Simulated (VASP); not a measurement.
Here is a VASP 6.6.1 calculation.

Contents of INCAR:

```
PREC = Accurate ; ENCUT = 600
EDIFF = 1E-6 ; ISMEAR = -1
SIGMA = 0.1 ; LREAL = False
LASPH = True ; NELM = 80
ALGO = Normal ; ISIF = 3
LWAVE = False ; LCHARG = False
GGA = RE ; IBRION = 2
NSW = 80 ; EDIFFG = -0.01
```

Contents of KPOINTS:

```
Automatic mesh
0
Gamma
  7 7 10
```

The input POSCAR:

```
Tl
1.0
    5.4111348334      0.0000000000      0.0000000000
   -2.7055674167      4.6861802290      0.0000000000
    0.0000000000      0.0000000000      3.3170256529
Tl
3
Direct
    0.0000000000      0.0000000000      0.0000000000
    0.3333333333      0.6666666667      0.5000000000
    0.6666666667      0.3333333333      0.5000000000
```

Potentials or basis: VASP PAW PBE potentials, release 64 (Tl_d).

Launch:

```bash
$ cat potpaw_PBE.64/Tl_d/POTCAR > POTCAR
$ mpirun -np 1 vasp_std > vasp.out
```

Q: What does it give for the relaxed volume?

A: 33.30 Å³/atom.

Q: What does it give for the band gap on the k mesh?

A: Zero (an odd number of electrons rules out a gap without spin polarisation).

Q: Predict the space group after relaxing (to 0.1 Å).

A: P6/mmm (No. 191).

Final structure:
```xyz
3
Lattice="5.7299 0.0000 0.0000 -2.8649 4.9622 0.0000 0.0000 0.0000 3.5133" Properties=species:S:1:pos:R:3 pbc="T T T"
Tl    0.0000    0.0000    0.0000
Tl    0.0000    3.3081    1.7566
Tl    2.8649    1.6541    1.7566
```

Caveat: the volume moved by over 15 % at a fixed basis, so the end points are rough; the PAW data sets were made with another functional, which shifts forces and pressure a little; spin-orbit coupling is left out, which moves the levels of the heavy elements.
